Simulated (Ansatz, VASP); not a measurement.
## Si3N4 in VASP and in Ansatz

```
Si N
1.0
     0.00000    3.83825    3.83825
     3.83825    0.00000    3.83825
     3.83825    3.83825    0.00000
Si N
6 8
Direct
  0.62500 0.62500 0.62500
  0.12500 0.62500 0.62500
  0.62500 0.62500 0.12500
  0.62500 0.12500 0.62500
  0.00000 0.00000 0.00000
  0.25000 0.25000 0.25000
  0.38240 0.38240 0.38240
  0.39720 0.86760 0.86760
  0.38240 0.38240 0.85280
  0.86760 0.39720 0.86760
  0.85280 0.38240 0.38240
  0.86760 0.86760 0.86760
  0.38240 0.85280 0.38240
  0.86760 0.86760 0.39720
```

Alike in both runs: task relaxation of cell and atoms; functional LDA; k mesh 6 × 6 × 6; no spin polarisation.

|  | VASP | Ansatz |
| --- | --- | --- |
| version | VASP 6.6.1 | Ansatz 0.2.0 |
| potentials or method | VASP PAW LDA potentials, release 64 (Si, N), cutoff 600 eV | scalar-relativistic, plane waves, PAW |
| occupations | gaussian, width 0.01 eV | fixed |
| valence electrons in the cell | 64 | 64 |

VASP gave:

```
gap on the k mesh at the Fermi level, each at its own relaxed structure (eV) : 3.34
relaxed volume (Å³/atom)                                                     : 8.14
relaxed cell length with the largest relative difference (Å)                 : 5.442
```

Estimate Ansatz's values.

gap on the k mesh at the Fermi level, each at its own relaxed structure (eV): 3.36; relaxed volume (Å³/atom): 8.12; relaxed cell length with the largest relative difference (Å): 5.439.

LDA's correlation is that of Perdew and Zunger in VASP and of Perdew and Wang (1992) in Ansatz.
